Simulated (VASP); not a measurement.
# Ge (P6_3/mmc) in VASP: a series of runs

The runs below take Ge through single point, relaxation of cell and atoms, with LDA.

All numbers are computed with VASP 6.6.1; they aren't measurements. Logs are shortened: lines on timing, memory, paths and dates and some standing lists are left out, and cuts for length are marked.

## Step 1: The cell of the first run

The structure is hexagonal, space group P6_3/mmc (No. 194). Conventional cell: a = 3.104 Å, b = 3.104 Å, c = 4.819 Å, α = 90.00°, β = 90.00°, γ = 120.00°. Ge (site symmetry -6m2) has 12 Ge at 3.00 to 3.10 Å within 4.0 Å.

This isn't the form of Ge at room conditions, which is diamond.

## Step 2: Single point, LDA (20.10 Å³/atom)

Contents of INCAR:

```
SYSTEM = Ge
PREC = Accurate
ENCUT = 520
EDIFF = 1E-7
ISMEAR = -1
SIGMA = 0.1
LREAL = .False.
LASPH = .True.
NELM = 100
ALGO = Normal
ISIF = 2
LWAVE = .False.
LCHARG = .True.
GGA = CA
LELF = .True.
LVHAR = .True.
NBANDS = 21
```

Contents of KPOINTS:

```
regular mesh
0
Gamma
  14 14 8
  0 0 0
```

Contents of POSCAR:

```
Ge
1.0
    3.1037730694      0.0000000000      0.0000000000
   -1.5518865347      2.6879463257      0.0000000000
    0.0000000000      0.0000000000      4.8185712027
Ge
2
Direct
    0.3333333333      0.6666666667      0.2500000000
    0.6666666667      0.3333333333      0.7500000000
```

Potentials or basis: VASP PAW LDA potentials, release 64 (Ge_d).

On the command line:

```console
$ cat potpaw_LDA.64/Ge_d/POTCAR > POTCAR
$ mpirun -np 1 vasp_std > vasp.out
```

OUTCAR:

```text
SYSTEM = Ge
   PREC = Accurate
   ENCUT = 520
   EDIFF = 1E-7
   ISMEAR = -1
   LREAL = .False.
   LASPH = .True.
   NELM = 100
   ISIF = 2
   GGA = CA

 ion  position               nearest neighbor table
   1  0.333  0.667  0.250-
   2  0.667  0.333  0.750-

  LATTYP: Found a hexagonal cell.
 ALAT       =     3.1037730694
 C/A-ratio  =     1.5524882441

  Lattice vectors:

 A1 = (   3.1037730694,   0.0000000000,   0.0000000000)
 A2 = (  -1.5518865347,   2.6879463257,   0.0000000000)
 A3 = (   0.0000000000,   0.0000000000,   4.8185712027)

Analysis of symmetry for initial positions (statically):
=====================================================================
 Subroutine PRICEL returns:
 Original cell was already a primitive cell.

 Routine SETGRP: Setting up the symmetry group for a
 hexagonal supercell.

 Subroutine GETGRP returns: Found 24 space group operations
 (whereof 12 operations were pure point group operations)
 out of a pool of 24 trial point group operations.

The static configuration has the point symmetry D_3d.
 The point group associated with its full space group is D_6h.

Analysis of symmetry for dynamics (positions and initial velocities):
=====================================================================
 Subroutine PRICEL returns:
 Original cell was already a primitive cell.

 Routine SETGRP: Setting up the symmetry group for a
 hexagonal supercell.

 Subroutine GETGRP returns: Found 24 space group operations
 (whereof 12 operations were pure point group operations)
 out of a pool of 24 trial point group operations.

The dynamic configuration has the point symmetry D_3d.
 The point group associated with its full space group is D_6h.

 Subroutine INISYM returns: Found 24 space group operations
 (whereof 12 operations are pure point group operations),
 and found     1 'primitive' translations

----------------------------------------------------------------------------------------

                                     Primitive cell

  volume of cell :      40.2003

  direct lattice vectors                    reciprocal lattice vectors
     3.103773069  0.000000000  0.000000000     0.322188503  0.186015619  0.000000000
    -1.551886535  2.687946326  0.000000000     0.000000000  0.372031238  0.000000000
     0.000000000  0.000000000  4.818571203     0.000000000  0.000000000  0.207530398

  length of vectors
     3.103773069  3.103773069  4.818571203     0.372031238  0.372031238  0.207530398

  position of ions in fractional coordinates (direct lattice)
     0.333333333  0.666666667  0.250000000
     0.666666667  0.333333333  0.750000000

  ion indices of the primitive-cell ions
   primitive index   ion index
                 1           1
                 2           2

----------------------------------------------------------------------------------------

 KPOINTS: regular mesh

Automatic generation of k-mesh.
 Grid dimensions read from file:
 generate k-points for:   14   14    8

 Generating k-lattice:

  Cartesian coordinates                     Fractional coordinates (reciprocal lattice)
     0.023013465  0.013286830  0.000000000     0.071428571  0.000000000  0.000000000
     0.000000000  0.026573660  0.000000000     0.000000000  0.071428571  0.000000000
     0.000000000  0.000000000  0.025941300     0.000000000  0.000000000  0.125000000

  Length of vectors
     0.026573660  0.026573660  0.025941300

  Shift w.r.t. Gamma in fractional coordinates (k-lattice)
     0.000000000  0.000000000  0.000000000

 Subroutine IBZKPT returns following result:
 ===========================================

 Found    120 irreducible k-points:

 Following reciprocal coordinates:
            Coordinates               Weight
  0.000000  0.000000  0.000000      1.000000
  0.071429  0.000000  0.000000      6.000000
  0.142857  0.000000  0.000000      6.000000
  0.214286 -0.000000  0.000000      6.000000
  0.285714  0.000000  0.000000      6.000000
  0.357143 -0.000000  0.000000      6.000000
[... 16 lines left out ...]
  0.285714  0.285714  0.000000      6.000000
  0.357143  0.285714  0.000000      6.000000
 [... further k-points ...]
   k-points           NKPTS =    120   k-points in BZ     NKDIM =    120   number of bands    NBANDS=     21
   number of dos      NEDOS =    301   number of ions     NIONS =      2
   total plane-waves  NPLWV =  20736
   dimension x,y,z NGX =    24 NGY =   24 NGZ =   36
   dimension x,y,z NGXF=    48 NGYF=   48 NGZF=   72
   ions per type =               2
   NGX,Y,Z   is equivalent  to a cutoff of  12.86, 12.86, 12.42 a.u.
   NGXF,Y,Z  is equivalent  to a cutoff of  25.71, 25.71, 24.84 a.u.
 SYSTEM =  Ge
   PREC   = accura    normal or accurate (medium, high low for compatibility)
   ISTART =      0    job   : 0-new  1-cont  2-samecut
   ICHARG =      2    charge: 1-file 2-atom 10-const
   ISPIN  =      1    spin polarized calculation?
   LNONCOLLINEAR =      F non collinear calculations
   LSORBIT =      F    spin-orbit coupling
   LASPH  =      T    aspherical Exc in radial PAW
   ENCUT  =  520.0 eV  38.22 Ry    6.18 a.u.   5.77  5.77  8.96*2*pi/ulx,y,z
   NELM   =    100;   NELMIN=  2; NELMDL= -5     # of ELM steps
   EDIFF  = 0.1E-06   stopping-criterion for ELM
   LREAL  =      F    real-space projection
   EDIFFG = 0.1E-05   stopping-criterion for IOM
   NSW    =      0    number of steps for IOM
   IBRION =     -1    ionic relax: 0-MD 1-quasi-New 2-CG
   NFREE  =      0    steps in history (QN), initial steepest desc. (CG)
   ISIF   =      2    stress and relaxation
   ISYM   =      2    0-nonsym 1-usesym 2-fastsym
   POTIM  = 0.5000    time-step for ionic-motion
   TEBEG  =    0.0;   TEEND  =   0.0 temperature during run
   PSTRESS=    0.0 pullay stress
   NELECT =      28.0000    total number of electrons
   NUPDOWN=      -1.0000    fix difference up-down
   EMIN   =  10.00;   EMAX   =-10.00  energy-range for DOS
   EFERMI =   0.00;   METHOD = LEGACY
   ISMEAR =    -1;   SIGMA  =   0.10  broadening in eV -4-tet -1-fermi 0-gaus
   EFERMI_NEDOS =   21; number of points for ismear=-14 and -15
   IALGO  =     38    algorithm
   IMIX   =      4    mixing-type and parameters
     AMIX     =   0.40;   BMIX     =  1.00
     AMIX_MAG =   1.60;   BMIX_MAG =  1.00
  volume/ion in A,a.u.               =      20.10       135.64
  Fermi-wavevector in a.u.,A,eV,Ry     =   1.451169  2.742311 28.652380  2.105891
  Thomas-Fermi vector in A             =   2.568697
   LORBIT       =      0    0 simple, 1 ext, 2 COOP (PROOUT), +10 PAW based schemes
   GGA     = CA    functional components
   LHFCALC =     F    Hartree Fock is set to
   AEXX    =    0.0000 exact exchange contribution
   IVDW    =     0    specifies the selected vdW correction
   LEPSILON=     F    determine dielectric tensor
   LRPA    =     F    only Hartree local field effects (RPA)
 non-spin polarized calculation
  energy-cutoff  :      520.00
  volume of cell :       40.20
 maximum number of plane-waves:      1098
 NGX is ok and might be reduce to    24
   NGX = 11   NGY = 11   NGZ = 17

 number of electron      27.9999967 magnetization

 Free energy of the ion-electron system (eV)
  ---------------------------------------------------
  ext. energy  EPLUGINS =         0.00000000
  ---------------------------------------------------
  free energy    TOTEN  =        -9.66824943 eV

  energy without entropy =       -9.63350580  energy(sigma->0) =       -9.65087762

 E-fermi :   5.8469     XC(G=0): -11.2586

 val. band max:        5.8208237204   @ k =   0.1429   0.0000   0.3750
 cond. band min:       5.8675753490   @ k =   0.2143  -0.0000   0.3750
 fundamental gap:      0.0467516286
 Fermi energy:         5.8469019802

 k-point     1 :       0.0000    0.0000    0.0000
  band No.  band energies     occupation
      1     -18.9423      2.00000
      2     -18.9423      2.00000
      3     -18.9422      2.00000
      4     -18.9356      2.00000
      5     -18.9356      2.00000
      6     -18.9326      2.00000
[... 13 lines left out ...]
     20      18.1224      0.00000
     21      19.1805      0.00000

 k-point     2 :       0.0714    0.0000    0.0000
  band No.  band energies     occupation
      1     -18.9466      2.00000
      2     -18.9424      2.00000
      3     -18.9392      2.00000
      4     -18.9325      2.00000
      5     -18.9323      2.00000
      6     -18.9286      2.00000
[... 13 lines left out ...]
     20      17.6736      0.00000
     21      19.2169      0.00000

 k-point     3 :       0.1429    0.0000    0.0000
  band No.  band energies     occupation
      1     -18.9547      2.00000
      2     -18.9414      2.00000
      3     -18.9320      2.00000
      4     -18.9318      2.00000
      5     -18.9307      2.00000
      6     -18.9269      2.00000
[... 13 lines left out ...]
     20      18.6950      0.00000
     21      19.1548      0.00000

 k-point     4 :       0.2143   -0.0000    0.0000
  band No.  band energies     occupation
      1     -18.9637      2.00000
      2     -18.9403      2.00000
      3     -18.9374      2.00000
      4     -18.9369      2.00000
      5     -18.9209      2.00000
      6     -18.9184      2.00000
[... 13 lines left out ...]
     20      18.0411      0.00000
     21      19.1305      0.00000

 k-point     5 :       0.2857    0.0000    0.0000
  band No.  band energies     occupation
      1     -18.9724      2.00000
      2     -18.9443      2.00000
      3     -18.9420      2.00000
      4     -18.9402      2.00000
      5     -18.9139      2.00000
      6     -18.9049      2.00000
[... 13 lines left out ...]
     20      17.3129      0.00000
     21      18.6319      0.00000

 k-point     6 :       0.3571   -0.0000    0.0000
  band No.  band energies     occupation
      1     -18.9798      2.00000
      2     -18.9510      2.00000
      3     -18.9464      2.00000
      4     -18.9409      2.00000
      5     -18.9073      2.00000
      6     -18.8951      2.00000
[... 13 lines left out ...]
     20      16.8324      0.00000
     21      18.2164      0.00000

 k-point     7 :       0.4286   -0.0000    0.0000
  band No.  band energies     occupation
      1     -18.9847      2.00000
      2     -18.9559      2.00000
      3     -18.9494      2.00000
      4     -18.9417      2.00000
      5     -18.9025      2.00000
      6     -18.8991      2.00000
[... 13 lines left out ...]
     20      16.5497      0.00000
     21      17.9600      0.00000
[... 291 lines left out ...]
      1     -18.9609      2.00000
      2     -18.9515      2.00000
      3     -18.9502      2.00000
      4     -18.9363      2.00000
      5     -18.9103      2.00000
      6     -18.8984      2.00000
[... 13 lines left out ...]
     20      17.5783      0.00000
     21      18.3846      0.00000

 k-point    21 :       0.2857    0.2143    0.0000
  band No.  band energies     occupation
      1     -18.9678      2.00000
      2     -18.9548      2.00000
      3     -18.9393      2.00000
      4     -18.9341      2.00000
      5     -18.9069      2.00000
      6     -18.9039      2.00000
[... 13 lines left out ...]
     20      17.5612      0.00000
     21      20.2241      0.00000

 k-point    22 :       0.3571    0.2143    0.0000
  band No.  band energies     occupation
      1     -18.9717      2.00000
      2     -18.9570      2.00000
      3     -18.9319      2.00000
      4     -18.9300      2.00000
      5     -18.9083      2.00000
      6     -18.9049      2.00000
[... 13 lines left out ...]
     20      17.3980      0.00000
     21      22.0578      0.00000

 k-point    23 :       0.2857    0.2857    0.0000
  band No.  band energies     occupation
      1     -18.9731      2.00000
      2     -18.9406      2.00000
      3     -18.9392      2.00000
      4     -18.9284      2.00000
      5     -18.9107      2.00000
      6     -18.9060      2.00000
[... 13 lines left out ...]
     20      19.6989      0.00000
     21      20.3298      0.00000

 k-point    24 :       0.3571    0.2857    0.0000
  band No.  band energies     occupation
      1     -18.9750      2.00000
      2     -18.9404      2.00000
      3     -18.9290      2.00000
      4     -18.9244      2.00000
      5     -18.9152      2.00000
      6     -18.9148      2.00000
[... 13 lines left out ...]
     20      19.9037      0.00000
     21      22.5324      0.00000

 [... further k-points ...]
[... 5 lines left out ...]
  --------------------------------------------------------------------------------------
  -------------------------------------------------------------------------------------
  Total       -1.8650228     -1.8650228     -1.2616040      0.0000000      0.0000000     -0.0000000
  in kB      -74.3302995    -74.3302995    -50.2811060      0.0000000      0.0000000     -0.0000000
  external PRESSURE =     -66.3139017 kB  Pullay stress =       0.0000000 kB

 VOLUME and BASIS-vectors are now :
 -----------------------------------------------------------------------------
  energy-cutoff  :      520.00
  volume of cell :       40.20
      direct lattice vectors                 reciprocal lattice vectors
     3.103773069  0.000000000  0.000000000     0.322188503  0.186015619  0.000000000
    -1.551886535  2.687946326  0.000000000     0.000000000  0.372031238  0.000000000
     0.000000000  0.000000000  4.818571203     0.000000000  0.000000000  0.207530398

 POSITION                                       TOTAL-FORCE (eV/Angst)
 -----------------------------------------------------------------------------------
     -0.00000      1.79196      1.20464         0.000000     -0.000000      0.000000
      1.55189      0.89598      3.61393        -0.000000      0.000000      0.000000
 -----------------------------------------------------------------------------------
    total drift:                                0.000000     -0.000000      0.000000

  FREE ENERGIE OF THE ION-ELECTRON SYSTEM (eV)
  ---------------------------------------------------
  free  energy   TOTEN  =        -9.6682494319 eV

  energy  without entropy=       -9.6335058015  energy(sigma->0) =       -9.65087762
```

It took 1.8 min on 1 thread of Intel Xeon 8259CL, shared host; peak memory 0.19 GiB.

What came out:

```yaml
Free_energy: -9.6682 eV
Pressure: -6.6 GPa
Band_gap_on_the_k_mesh: zero (bands 14 and 15 overlap by 8.36 eV)
```

Stress tensor (GPa, compression positive):
```
-7.43  0.00  0.00
 0.00 -7.43  0.00
 0.00  0.00 -5.03
```

Levels at points of the mesh, in eV from the Fermi level:
```tsv
k point	band 11	band 12	band 13	band 14	band 15	band 16	band 17	band 18
(0.00, 0.00, 0.00)	-12.66	-7.25	-4.95	5.63	5.63	7.60	7.60	9.12
(0.50, 0.00, 0.00)	-8.37	-6.94	-2.43	-1.11	-0.82	1.46	2.03	6.17
(0.00, 0.00, 0.50)	-11.07	-11.07	1.85	1.85	6.67	6.67	6.67	6.67
(0.50, 0.00, 0.50)	-7.10	-7.10	-4.50	-4.50	3.59	3.59	4.54	4.54
```

Caveat: the cell stands under tension.

## Step 3: Relaxation of cell and atoms, LDA

This run uses another cell than the first one, of 19.24 Å³/atom.

Contents of INCAR:

```
PREC     = Accurate       # precision mode
ENCUT    = 600            # plane-wave cutoff, eV
EDIFF    = 1E-6           # SCF threshold, eV
ISMEAR   = -1             # smearing method
SIGMA    = 0.1            # smearing width, eV
LREAL    = F              # projectors in reciprocal space
LASPH    = T              # aspherical terms in the spheres
NELM     = 60             # most SCF steps
ALGO     = Normal         # electronic algorithm
ISIF     = 3              # what is computed and relaxed
LWAVE    = F              # write WAVECAR
LCHARG   = F              # write CHGCAR
GGA      = CA             # functional
IBRION   = 2              # ionic algorithm
NSW      = 80             # ionic steps
EDIFFG   = -0.01          # ionic threshold
```

Contents of KPOINTS:

```
regular mesh
0
Gamma
  12 12 7
```

Contents of POSCAR:

```
Ge
1.0
    3.0076538696      0.0000000000      0.0000000000
   -1.5038269348      2.6047046568      0.0000000000
    0.0000000000      0.0000000000      4.9114987690
Ge
2
Direct
    0.3333333333      0.6666666667      0.2500000000
    0.6666666667      0.3333333333      0.7500000000
```

Potentials or basis: VASP PAW LDA potentials, release 64 (Ge_d).

On the command line:

```console
$ cat potpaw_LDA.64/Ge_d/POTCAR > POTCAR
$ mpirun -np 1 vasp_std > vasp.out
```

It took 5.5 min on 1 thread of Intel Xeon 8259CL, shared host; peak memory 0.18 GiB.

The run converged. Its results:

```
Free energy                           : -9.7910 eV
Relaxed volume                        : 17.99 Å³/atom
Relaxed cell                          : a = 2.992 Å, b = 2.992 Å, c = 4.641 Å, α = 90.00°, β = 90.00°, γ = 120.00°
Space group after relaxing (to 0.1 Å) : P6_3/mmc (No. 194)
Energy gained by relaxing             : 27.5 meV/atom
Ionic steps                           : 10
Pressure after relaxing               : 0.0 GPa
Band gap on the k mesh                : zero (bands 14 and 15 overlap by 9.42 eV)
```

The path:
```csv
step,energy change (eV),largest force (eV/Å),pressure (GPa),volume (Å³)
1,0.0000,0.0000,-4.75,38.48
2,-0.0459,0.0000,1.02,35.38
3,-0.0466,0.0000,0.30,35.69
4,-0.0518,0.0000,0.55,35.71
5,-0.0545,0.0000,0.63,35.71
6,-0.0546,0.0000,0.52,35.71
7,-0.0549,0.0000,-0.36,36.09
8,-0.0550,0.0000,0.20,35.96
9,-0.0550,0.0000,-0.18,36.00
10,-0.0550,0.0000,-0.01,35.98
```

Final structure:
```
Ge
1.0
     2.99198    0.00000    0.00000
    -1.49599    2.59113    0.00000
     0.00000    0.00000    4.64100
Ge
2
Direct
  0.33333 0.66667 0.25000
  0.66667 0.33333 0.75000
```

Levels at points of the mesh, in eV from the Fermi level:
```
           k point  band 11  band 12  band 13  band 14  band 15  band 16  band 17  band 18
(0.00, 0.00, 0.00)   -13.62    -7.41    -5.63     6.25     6.25     8.44     8.44    10.33
(0.50, 0.00, 0.00)    -8.77    -7.38    -2.28    -1.22    -1.05     1.35     2.14     6.29
```

## Step 4: Single point, LDA

This run uses another cell than the first one, of 17.95 Å³/atom.

Contents of INCAR:

```
SYSTEM = Ge
ALGO = Normal ; EDIFF = 1E-6
ENCUT = 520 ; ISIF = 2
ISMEAR = -1 ; LASPH = .TRUE.
LCHARG = .TRUE. ; LELF = .TRUE.
LREAL = .FALSE. ; LVHAR = .TRUE.
LWAVE = .FALSE. ; NBANDS = 21
NELM = 100 ; PREC = Accurate
SIGMA = 0.1
```

Contents of KPOINTS:

```
k-points
0
G
  20 20 11
  0 0 0
```

Contents of POSCAR:

```
Ge
1.0
    2.9887112133      0.0000000000      0.0000000000
   -1.4943556066      2.5882998353      0.0000000000
    0.0000000000      0.0000000000      4.6399390237
Ge
2
Direct
    0.3333333333      0.6666666667      0.2500000000
    0.6666666667      0.3333333333      0.7500000000
```

On the command line:

```console
$ cat potpaw_LDA.64/Ge_d/POTCAR > POTCAR
$ mpirun -np 1 vasp_std > vasp.out
```

Run time: 2.3 min. Hardware: 1 thread of Intel Xeon 8259CL, shared host; peak memory 0.26 GiB.

The run converged. Its results:

```yaml
Free_energy: -9.7717 eV
Pressure: 0.1 GPa
Band_gap_on_the_k_mesh: zero (bands 14 and 15 overlap by 9.77 eV)
```

Stress tensor (GPa, compression positive):
```
-0.89  0.00  0.00
 0.00 -0.89  0.00
 0.00  0.00  2.12
```

Levels at points of the mesh, in eV from the Fermi level:
| k point | band 10 | band 11 | band 12 | band 13 | band 14 | band 15 | band 16 | band 17 | band 18 | band 19 |
| --- | --- | --- | --- | --- | --- | --- | --- | --- | --- | --- |
| (0.00, 0.00, 0.00) | -24.73 | -13.62 | -7.40 | -5.62 | 6.30 | 6.30 | 8.49 | 8.49 | 10.37 | 11.15 |
| (0.50, 0.00, 0.00) | -24.72 | -8.75 | -7.36 | -2.26 | -1.20 | -1.03 | 1.37 | 2.18 | 6.32 | 7.20 |

## Step 5: The runs side by side

| task | cell | k mesh | cutoff (eV) | gap on the mesh (eV) | pressure (GPa) |
| --- | --- | --- | --- | --- | --- |
| single point | a = 3.104, b = 3.104, c = 4.819 Å, angles 90.0, 90.0, 120.0°, 2 atoms | 14 × 14 × 8 | 520 | none | -6.6 |
| relaxation of cell and atoms | relaxed from a = 3.008, b = 3.008, c = 4.911 Å, angles 90.0, 90.0, 120.0°, 2 atoms | 12 × 12 × 7 | 600 | none | 0.0 |
| single point | a = 2.989, b = 2.989, c = 4.640 Å, angles 90.0, 90.0, 120.0°, 2 atoms | 20 × 20 × 11 | 520 | none | 0.1 |

Alike in all rows: level LDA; potentials or basis VASP PAW LDA potentials, release 64 (Ge_d); no spin polarisation; smearing fermi-dirac 0.1 eV.

Caveats: the cell stands under tension (at least some runs).

Absolute energies hang on the potentials; compare differences alone.
